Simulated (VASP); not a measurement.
Input of a VASP 6.6.1 run:

INCAR

```
SYSTEM = HgTe
ALGO = Normal
EDIFF = 1E-6
ENCUT = 520
ISIF = 2
ISMEAR = -1
LASPH = .TRUE.
LCHARG = .FALSE.
LREAL = .FALSE.
LWAVE = .FALSE.
NBANDS = 16
NELM = 100
PREC = Accurate
SIGMA = 0.05
```

KPOINTS

```
k-points
0
G
  7 7 7
  0 0 0
```

POSCAR

```
HgTe
1.0
    0.0000000000      3.1488795465      3.1488795465
    3.1488795465      0.0000000000      3.1488795465
    3.1488795465      3.1488795465      0.0000000000
Hg Te
1 1
Direct
    0.0000000000      0.0000000000      0.0000000000
    0.7500000000      0.7500000000      0.7500000000
```

Potentials or basis: VASP PAW LDA potentials, release 64 (Hg, Te).

Command:

```sh
$ cat potpaw_LDA.64/Hg/POTCAR potpaw_LDA.64/Te/POTCAR > POTCAR
$ mpirun -np 1 vasp_std > vasp.out
```

Estimate the pressure.

4.0 GPa.

What does it give for the band gap on the k mesh?

Zero (filled and empty bands touch).

Caveat: spin-orbit coupling is left out, which moves the levels of the heavy elements.
